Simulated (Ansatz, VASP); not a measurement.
## KCl in VASP and in Ansatz

```
CELL_PARAMETERS angstrom
3.05016 3.05016 0.00000
-3.05016 3.05016 0.00000
0.00000 0.00000 6.10031
ATOMIC_POSITIONS crystal
K 0.00000 0.00000 0.00000
K 0.50000 0.50000 0.50000
Cl 0.50000 0.50000 0.00000
Cl 0.00000 0.00000 0.50000
```

Alike in both runs: task single point; functional r2SCAN; k mesh 6 × 6 × 4; occupations gaussian, width 0.02 eV; no spin polarisation.

|  | VASP | Ansatz |
| --- | --- | --- |
| version | VASP 6.6.1 | Ansatz 0.2.0 |
| potentials or method | VASP PAW PBE potentials, release 64 (K_sv, Cl), cutoff 520 eV | scalar-relativistic, plane waves, PAW |
| valence electrons in the cell | 32 | 32 |

```csv
,VASP,Ansatz,Ansatz less VASP
gap on the k mesh at the Fermi level (eV),6.18,6.18,-0.005
least direct gap on the mesh (eV),6.18,6.18,-0.005
pressure (GPa),2.2,2.3,+0.02
```

VASP's potentials were made for PBE, not for r2SCAN.
